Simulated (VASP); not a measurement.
Input of a VASP 6.6.1 run:

Contents of INCAR:

```
PREC     = Accurate       # precision mode
ENCUT    = 520            # plane-wave cutoff, eV
EDIFF    = 1E-6           # SCF threshold, eV
ISMEAR   = 0              # smearing method
SIGMA    = 0.018000000000000002 # smearing width, eV
LREAL    = False          # projectors in reciprocal space
LASPH    = True           # aspherical terms in the spheres
NELM     = 80             # most SCF steps
ALGO     = Normal         # electronic algorithm
ISIF     = 2              # what is computed and relaxed
LWAVE    = False          # write WAVECAR
LCHARG   = False          # write CHGCAR
GGA      = PE             # functional
NBANDS   = 16             # bands
```

The input KPOINTS:

```
Automatic mesh
0
Gamma
  12 12 6
```

POSCAR

```
BN
1.0
    2.5539396017      0.0000000000      0.0000000000
   -1.2769698009      2.2117765748      0.0000000000
    0.0000000000      0.0000000000      4.2268550000
N B
2 2
Direct
    0.3333333333      0.6666666667      0.1252760000
    0.6666666667      0.3333333333      0.6252760000
    0.3333333333      0.6666666667      0.4997240000
    0.6666666667      0.3333333333      0.9997240000
```

Potentials or basis: VASP PAW PBE potentials, release 64 (N, B).

Launch:

```bash
$ cat potpaw_PBE.64/N/POTCAR potpaw_PBE.64/B/POTCAR > POTCAR
$ mpirun -np 1 vasp_std > vasp.out
```

What does it give for the band gap on the k mesh?

5.20 eV, indirect (least direct gap 8.23 eV).

Predict the largest force.

0.014 eV/Å.

Stress tensor (GPa, compression positive):
```
 0.45  0.00  0.00
 0.00  0.45  0.00
 0.00  0.00 -0.32
```

A k mesh can miss the band edges.
